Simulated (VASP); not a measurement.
BaZrO3:

```
Ba Zr O
1.0
     4.19134    0.00000    0.00000
     0.00000    4.19134    0.00000
     0.00000    0.00000    4.19134
Ba Zr O
1 1 3
Direct
  0.00000 0.00000 0.00000
  0.50000 0.50000 0.50000
  0.50000 0.50000 0.00000
  0.50000 0.00000 0.50000
  0.00000 0.50000 0.50000
```

- Program: VASP 6.6.1
- Task: relaxation of cell and atoms
- Functional: LDA
- Potentials or basis: VASP PAW LDA potentials, release 64 (Ba_sv, Zr_sv, O)
- Cutoff: 600 eV
- k mesh: 6 × 6 × 6
- Occupations: fermi-dirac, width 0.05 eV
- Spin: no spin polarisation

At the start: pressure -4.0 GPa; volume 14.73 Å³/atom.

Q: Where does the relaxation end?

A: Over 3 steps the energy falls by 4.5 meV/atom and the volume is 14.38 Å³/atom (-2.4 %); space group Pm-3m (No. 221, to 0.05 Å).

The path:
```
step  energy change (eV)  largest force (eV/Å)  pressure (GPa)  volume (Å³)
   1              0.0000                0.0000           -4.00        73.63
   2              0.0125                0.0000            5.51        69.78
   3             -0.0224                0.0000           -0.03        71.88
```

Final structure:
```
CELL_PARAMETERS angstrom
4.15793 0.00000 0.00000
0.00000 4.15793 0.00000
0.00000 0.00000 4.15793
ATOMIC_POSITIONS crystal
Ba 0.00000 0.00000 0.00000
Zr 0.50000 0.50000 0.50000
O 0.50000 0.50000 0.00000
O 0.50000 0.00000 0.50000
O 0.00000 0.50000 0.50000
```
